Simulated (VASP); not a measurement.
A run of VASP 6.6.1 is set up as follows.

Contents of POSCAR:

```
Sb
1.0
    2.1250856202      1.2269187549      3.7072099901
   -2.1250856202      1.2269187549      3.7072099901
    0.0000000000     -2.4538375098      3.7072099901
Sb
2
Direct
    0.7665100000      0.7665100000      0.7665100000
    0.2334900000      0.2334900000      0.2334900000
```

File INCAR.step1:

```
PREC = Accurate
ENCUT = 520
EDIFF = 1E-5
ISMEAR = -1
SIGMA = 0.05
LREAL = False
LASPH = True
NELM = 100
ALGO = Normal
ISIF = 2
LWAVE = True
LCHARG = False
NBANDS = 12
GGA = PE
```

INCAR.step2

```
PREC = Accurate
ENCUT = 520
EDIFF = 1E-6
ISMEAR = -1
SIGMA = 0.05
LREAL = False
LASPH = True
NELM = 100
ALGO = Normal
ISIF = 2
LWAVE = False
LCHARG = False
GGA = PE
LHFCALC = True
AEXX = 0.25
PRECFOCK = Normal
NBANDS = 12
ISTART = 1
```

KPOINTS

```
regular mesh
0
Gamma
  4 4 4
```

Potentials or basis: VASP PAW PBE potentials, release 64 (Sb).

Launch:

```bash
$ cat potpaw_PBE.64/Sb/POTCAR > POTCAR
$ cp INCAR.step1 INCAR
$ mpirun -np 1 vasp_std > vasp.out
$ cp INCAR.step2 INCAR
$ mpirun -np 1 vasp_std > vasp.out
```

Task: Predict the pressure.

Result: 2.3 GPa.

Task: Estimate the band gap on the k mesh.

Result: 0.89 eV (least direct gap 1.09 eV).

Forces on the atoms (eV/Å):
```
Sb   0.000  0.000  0.232
Sb   0.000  0.000 -0.232
```

Caveat: the k points lie up to 0.45 Å⁻¹ apart; the PAW data sets were made with another functional, which shifts forces and pressure a little; spin-orbit coupling is left out, which moves the levels of the heavy elements. A k mesh can miss the band edges.
